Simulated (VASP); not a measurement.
# Si3Te (P4/mmm) in VASP: further runs

Si3Te is run at these levels: PBE; tasks: single point.

All numbers are computed with VASP 6.6.1; they aren't measurements. Logs are shortened: lines on timing, memory, paths and dates and some standing lists are left out, and cuts for length are marked.

### Step 1. The cell of the first run

The structure is tetragonal, space group P4/mmm (No. 123). The conventional cell has a = 3.086 Å, b = 3.086 Å, c = 8.005 Å, α = 90.00°, β = 90.00°, γ = 90.00°. Within 3.5 Å of Si (site symmetry 4/mmm) lie 12 Si at 2.63 to 3.09 Å. Within 3.5 Å of Si (site symmetry 4mm) lie 9 Si at 2.63 to 3.09 Å and 4 Te at 3.35 Å. Within 4.1 Å of Te (site symmetry 4/mmm) lie 4 Te at 3.09 Å and 10 Si at 3.35 to 4.00 Å.

The cell was generated, and may not be a known phase.

### Step 2. Single point, PBE

The input, INCAR:

```
  ALGO = Normal
  EDIFF = 1E-6
  ENCUT = 500
  GGA = PE
  GGA_COMPAT = False
  ISIF = 2
  ISMEAR = 0
  LASPH = True
  LCHARG = False
  LREAL = False
  LWAVE = False
  NBANDS = 17
  NELM = 120
  PREC = Accurate
  SIGMA = 0.1
```

The input, KPOINTS:

```
k-points
0
Gamma
  6 6 2
```

The input, POSCAR:

```
Si3Te
1.0
    3.0859723269      0.0000000000      0.0000000000
    0.0000000000      3.0859723269      0.0000000000
    0.0000000000      0.0000000000      8.0053221932
Si Te
3 1
Direct
    0.0000000000      0.0000000000      0.5000000000
    0.5000000000      0.5000000000      0.3171567181
    0.5000000000      0.5000000000      0.6828432819
    0.0000000000      0.0000000000      0.0000000000
```

Potentials or basis: VASP PAW PBE potentials, release 64 (Si, Te).

The run is started by

```bash
cat potpaw_PBE.64/Si/POTCAR potpaw_PBE.64/Te/POTCAR > POTCAR
mpirun -np 1 vasp_std > vasp.out
```

OUTCAR:

```text
EDIFF = 1E-6
   ENCUT = 500
   GGA = PE
   ISIF = 2
   ISMEAR = 0
   LASPH = True
   LREAL = False
   NELM = 120
   PREC = Accurate

 ion  position               nearest neighbor table
   1  0.000  0.000  0.500-   2 2.63   3 2.63   2 2.63   3 2.63   2 2.63   3 2.63   2 2.63   3 2.63

   2  0.500  0.500  0.317-   1 2.63   1 2.63   1 2.63   1 2.63   3 2.93   4 3.35   4 3.35   4 3.35
                             4 3.35
   3  0.500  0.500  0.683-   1 2.63   1 2.63   1 2.63   1 2.63   2 2.93   4 3.35   4 3.35   4 3.35
                             4 3.35
   4  0.000  0.000  0.000-   2 3.35   3 3.35   2 3.35   3 3.35   2 3.35   3 3.35   2 3.35   3 3.35

  LATTYP: Found a simple tetragonal cell.
 ALAT       =     3.0859723269
 C/A-ratio  =     2.5941004472

  Lattice vectors:

 A1 = (   3.0859723269,   0.0000000000,   0.0000000000)
 A2 = (   0.0000000000,   3.0859723269,   0.0000000000)
 A3 = (   0.0000000000,   0.0000000000,   8.0053221932)

Analysis of symmetry for initial positions (statically):
=====================================================================
 Subroutine PRICEL returns:
 Original cell was already a primitive cell.

 Routine SETGRP: Setting up the symmetry group for a
 simple tetragonal supercell.

 Subroutine GETGRP returns: Found 16 space group operations
 (whereof 16 operations were pure point group operations)
 out of a pool of 16 trial point group operations.

The static configuration has the point symmetry D_4h.

Analysis of symmetry for dynamics (positions and initial velocities):
=====================================================================
 Subroutine PRICEL returns:
 Original cell was already a primitive cell.

 Routine SETGRP: Setting up the symmetry group for a
 simple tetragonal supercell.

 Subroutine GETGRP returns: Found 16 space group operations
 (whereof 16 operations were pure point group operations)
 out of a pool of 16 trial point group operations.

The dynamic configuration has the point symmetry D_4h.

 Subroutine INISYM returns: Found 16 space group operations
 (whereof 16 operations are pure point group operations),
 and found     1 'primitive' translations

----------------------------------------------------------------------------------------

                                     Primitive cell

  volume of cell :      76.2365

[... 86 lines left out ...]
   NELM   =    120;   NELMIN=  2; NELMDL= -5     # of ELM steps
   EDIFF  = 0.1E-05   stopping-criterion for ELM
   LREAL  =      F    real-space projection
   EDIFFG = 0.1E-04   stopping-criterion for IOM
   NSW    =      0    number of steps for IOM
   IBRION =     -1    ionic relax: 0-MD 1-quasi-New 2-CG
   NFREE  =      0    steps in history (QN), initial steepest desc. (CG)
   ISIF   =      2    stress and relaxation
   ISYM   =      2    0-nonsym 1-usesym 2-fastsym
   POTIM  = 0.5000    time-step for ionic-motion
   TEBEG  =    0.0;   TEEND  =   0.0 temperature during run
   PSTRESS=    0.0 pullay stress
   NELECT =      18.0000    total number of electrons
   NUPDOWN=      -1.0000    fix difference up-down
   EMIN   =  10.00;   EMAX   =-10.00  energy-range for DOS
   EFERMI =   0.00;   METHOD = LEGACY
   ISMEAR =     0;   SIGMA  =   0.10  broadening in eV -4-tet -1-fermi 0-gaus
   EFERMI_NEDOS =   21; number of points for ismear=-14 and -15
   IALGO  =     38    algorithm
   IMIX   =      4    mixing-type and parameters
     AMIX     =   0.40;   BMIX     =  1.00
     AMIX_MAG =   1.60;   BMIX_MAG =  1.00
  volume/ion in A,a.u.               =      19.06       128.62
  Fermi-wavevector in a.u.,A,eV,Ry     =   1.011839  1.912098 13.929889  1.023818
  Thomas-Fermi vector in A             =   2.144913
   LORBIT       =      0    0 simple, 1 ext, 2 COOP (PROOUT), +10 PAW based schemes
   GGA     = PE    functional components
   LHFCALC =     F    Hartree Fock is set to
   AEXX    =    0.0000 exact exchange contribution
   IVDW    =     0    specifies the selected vdW correction
   LEPSILON=     F    determine dielectric tensor
   LRPA    =     F    only Hartree local field effects (RPA)
 non-spin polarized calculation
 Gauss-broadening in eV      SIGMA  =   0.10
  energy-cutoff  :      500.00
  volume of cell :       76.24
 maximum number of plane-waves:      1964
 NGX is ok and might be reduce to    24
   NGX = 11   NGY = 11   NGZ = 29

 number of electron      18.0000000 magnetization

 Free energy of the ion-electron system (eV)
  ---------------------------------------------------
  ext. energy  EPLUGINS =         0.00000000
  ---------------------------------------------------
  free energy    TOTEN  =       -17.22669769 eV

  energy without entropy =      -17.21283311  energy(sigma->0) =      -17.21976540

 E-fermi :   8.4120     XC(G=0): -10.5161

 val. band max:        8.4080605131   @ k =   0.3333   0.1667   0.5000
 cond. band min:       8.6238378287   @ k =   0.5000   0.1667   0.0000
 fundamental gap:      0.2157773156
 Fermi energy:         8.4120435536

 k-point     1 :       0.0000    0.0000    0.0000
  band No.  band energies     occupation
      1      -5.4527      2.00000
      2      -4.3125      2.00000
      3      -1.4580      2.00000
      4       4.4709      2.00000
      5       4.4963      2.00000
      6       8.6351      0.00161
[... 377 lines left out ...]
      4       2.8005      2.00000
      5       2.8142      2.00000
      6       3.9052      2.00000
[... 9 lines left out ...]
     16      10.3619      0.00000
     17      15.7855      0.00000

------------------------ aborting loop because EDIFF is reached ----------------------------------------

  FORCE on cell =-STRESS in cart. coord.  units (eV):
  Direction    XX          YY          ZZ          XY          YZ          ZX
  --------------------------------------------------------------------------------------
  -------------------------------------------------------------------------------------
  Total       -0.0388377     -0.0388377     -0.0408337      0.0000000      0.0000000      0.0000000
  in kB       -0.8162087     -0.8162087     -0.8581560      0.0000000      0.0000000      0.0000000
  external PRESSURE =      -0.8301911 kB  Pullay stress =       0.0000000 kB

 VOLUME and BASIS-vectors are now :
 -----------------------------------------------------------------------------
  energy-cutoff  :      500.00
  volume of cell :       76.24
      direct lattice vectors                 reciprocal lattice vectors
     3.085972327  0.000000000  0.000000000     0.324046976  0.000000000  0.000000000
     0.000000000  3.085972327  0.000000000     0.000000000  0.324046976  0.000000000
     0.000000000  0.000000000  8.005322193     0.000000000  0.000000000  0.124916896

 POSITION                                       TOTAL-FORCE (eV/Angst)
 -----------------------------------------------------------------------------------
      0.00000      0.00000      4.00266         0.000000      0.000000      0.000000
      1.54299      1.54299      2.53894         0.000000     -0.000000      0.005879
      1.54299      1.54299      5.46638         0.000000      0.000000     -0.005879
      0.00000      0.00000      0.00000         0.000000      0.000000      0.000000
 -----------------------------------------------------------------------------------
    total drift:                               -0.000000     -0.000000     -0.000000

  FREE ENERGIE OF THE ION-ELECTRON SYSTEM (eV)
  ---------------------------------------------------
  free  energy   TOTEN  =       -17.2266976870 eV

  energy  without entropy=      -17.2128331088  energy(sigma->0) =      -17.21976540
```

OSZICAR:

```text
N       E                     dE             d eps       ncg     rms          rms(c)
DAV:   1     0.315887059412E+02    0.31589E+02   -0.66467E+03   680   0.840E+02
DAV:   2    -0.159878659536E+02   -0.47577E+02   -0.45128E+02   904   0.126E+02
DAV:   3    -0.178006006557E+02   -0.18127E+01   -0.17841E+01   880   0.220E+01
DAV:   4    -0.178157385164E+02   -0.15138E-01   -0.15130E-01   806   0.260E+00
DAV:   5    -0.178159073787E+02   -0.16886E-03   -0.16886E-03   827   0.262E-01    0.772E+00
DAV:   6    -0.175058516363E+02    0.31006E+00   -0.54016E+00   774   0.856E+00    0.649E+00
DAV:   7    -0.172403211628E+02    0.26553E+00   -0.72440E-01   788   0.378E+00    0.470E+00
DAV:   8    -0.172749046978E+02   -0.34584E-01   -0.34655E-01   765   0.260E+00    0.192E+00
DAV:   9    -0.172259299120E+02    0.48975E-01   -0.11754E-01   751   0.193E+00    0.434E-01
DAV:  10    -0.172268947233E+02   -0.96481E-03   -0.90825E-03   778   0.482E-01    0.334E-01
DAV:  11    -0.172271510357E+02   -0.25631E-03   -0.16108E-04   818   0.811E-02    0.374E-01
DAV:  12    -0.172267389344E+02    0.41210E-03   -0.13092E-03   757   0.191E-01    0.212E-01
DAV:  13    -0.172267338444E+02    0.50901E-05   -0.19177E-04   759   0.723E-02    0.252E-01
DAV:  14    -0.172267146116E+02    0.19233E-04   -0.35965E-05   804   0.329E-02    0.203E-01
DAV:  15    -0.172267265017E+02   -0.11890E-04   -0.87916E-05   805   0.476E-02    0.467E-02
DAV:  16    -0.172267030123E+02    0.23489E-04   -0.28414E-05   792   0.309E-02    0.224E-02
DAV:  17    -0.172266985007E+02    0.45115E-05   -0.11637E-05   813   0.172E-02    0.927E-03
DAV:  18    -0.172266976870E+02    0.81367E-06   -0.22562E-06   707   0.816E-03
   1 F= -.17226698E+02 E0= -.17219765E+02  d E =-.138646E-01
```

stdout:

```text
POSCAR found type information on POSCAR SiTe
 POSCAR found :  2 types and       4 ions
 scaLAPACK will be used
 LDA part: xc-table for (Slater+PW92), standard interpolation
 POSCAR, INCAR and KPOINTS ok, starting setup
 FFT: planning ... GRIDC
 FFT: planning ... GRID_SOFT
 FFT: planning ... GRID
 WAVECAR not read
 entering main loop
```

It took 54 s on 1 thread of Intel Xeon 8259CL, shared host; peak memory 0.15 GiB.

Results:

| Quantity | Value |
| --- | --- |
| Free energy | -17.2267 eV |
| Pressure | -0.1 GPa |
| Largest force | 0.006 eV/Å |
| Band gap on the k mesh | zero (bands 9 and 10 overlap by 5.44 eV) |

Forces in eV/Å, atoms in the order of the input:
```
Si   0.000  0.000  0.000
Si   0.000  0.000  0.006
Si   0.000  0.000 -0.006
Te   0.000  0.000  0.000
```

Levels at points of the mesh, in eV from the Fermi level:
| k point | band 6 | band 7 | band 8 | band 9 | band 10 | band 11 |
| --- | --- | --- | --- | --- | --- | --- |
| (0.00, 0.00, 0.00) | 0.22 | 0.22 | 2.24 | 2.24 | 2.69 | 3.21 |
| (0.50, 0.00, 0.00) | -5.59 | -1.15 | -0.75 | 0.94 | 1.01 | 3.55 |
| (0.50, 0.50, 0.00) | -4.05 | -4.05 | -3.65 | -2.19 | -2.19 | -1.75 |
| (0.00, 0.00, 0.50) | 0.31 | 0.37 | 0.37 | 1.82 | 1.82 | 2.84 |
| (0.50, 0.00, 0.50) | -4.72 | -3.04 | -2.81 | 3.25 | 3.57 | 3.71 |
| (0.50, 0.50, 0.50) | -4.51 | -4.51 | -3.83 | -1.41 | -1.41 | -0.56 |

Caveat: the k points lie up to 0.39 Å⁻¹ apart, too coarse for converged energies and pressures of a metal; spin-orbit coupling is left out, which moves the levels of the heavy elements.

### Step 3. Single point, PBE

This run uses another cell than the first one, of 19.49 Å³/atom.

The input, INCAR:

```
PREC = Accurate ; ENCUT = 500
EDIFF = 1E-6 ; ISMEAR = 0
SIGMA = 0.1 ; LREAL = F
LASPH = T ; NELM = 120
ALGO = Normal ; ISIF = 2
LWAVE = F ; LCHARG = T
GGA = PE ; LELF = T
LVHAR = T ; NBANDS = 17
GGA_COMPAT = F
```

The input, KPOINTS:

```
regular mesh
0
Gamma
  6 6 2
```

The input, POSCAR:

```
Si3Te
1.0
    3.0662038100      0.0000000000      0.0000000000
    0.0000000000      3.0662038100      0.0000000000
    0.0000000000      0.0000000000      8.2916719000
Si Te
3 1
Direct
    0.0000000000      0.0000000000      0.5000000000
    0.5000000000      0.5000000000      0.2261155100
    0.5000000000      0.5000000000      0.7738844900
    0.0000000000      0.0000000000      0.0000000000
```

Potentials or basis: VASP PAW PBE potentials, release 64 (Si, Te).

The run is started by

```bash
cat potpaw_PBE.64/Si/POTCAR potpaw_PBE.64/Te/POTCAR > POTCAR
mpirun -np 1 vasp_std > vasp.out
```

Wall time 52 s (1 thread of Intel Xeon 8259CL, shared host); peak memory 0.15 GiB.

Results (log left out):

```yaml
Free_energy: -15.5786 eV
Pressure: 3.9 GPa
Largest_force: 1.793 eV/Å
Band_gap_on_the_k_mesh: zero (bands 9 and 10 overlap by 5.69 eV)
```

Forces in eV/Å, atoms in the order of the input:
```
Si   0.000  0.000  0.000
Si   0.000  0.000  1.793
Si   0.000  0.000 -1.793
Te   0.000  0.000  0.000
```

Stress tensor (GPa, compression positive):
```
 6.15  0.00  0.00
 0.00  6.15  0.00
 0.00  0.00 -0.54
```

Levels at points of the mesh, in eV from the Fermi level:
| k point | band 6 | band 7 | band 8 | band 9 | band 10 | band 11 | band 12 | band 13 |
| --- | --- | --- | --- | --- | --- | --- | --- | --- |
| (0.00, 0.00, 0.00) | -0.27 | -0.27 | 2.56 | 3.31 | 3.53 | 3.53 | 3.73 | 3.73 |
| (0.50, 0.00, 0.00) | -5.68 | -0.83 | -0.75 | -0.62 | -0.26 | 2.57 | 4.57 | 5.32 |
| (0.50, 0.50, 0.00) | -4.07 | -2.59 | -2.53 | -2.53 | -2.38 | -2.38 | -1.09 | 1.94 |
| (0.00, 0.00, 0.50) | -0.32 | -0.25 | -0.25 | 2.82 | 2.82 | 3.87 | 3.93 | 5.20 |
| (0.50, 0.00, 0.50) | -4.19 | -3.53 | -3.31 | 2.57 | 3.16 | 3.26 | 3.30 | 3.67 |
| (0.50, 0.50, 0.50) | -4.29 | -3.32 | -3.32 | -1.98 | -0.36 | -0.36 | -0.10 | -0.02 |

Caveat: the k points lie up to 0.38 Å⁻¹ apart, too coarse for converged energies and pressures of a metal; spin-orbit coupling is left out, which moves the levels of the heavy elements; forces of over 1 eV/Å act on the atoms, so gaps and moduli don't describe the material at rest.

The gap in the log of VASP goes by the Fermi energy; the results here count the filled bands.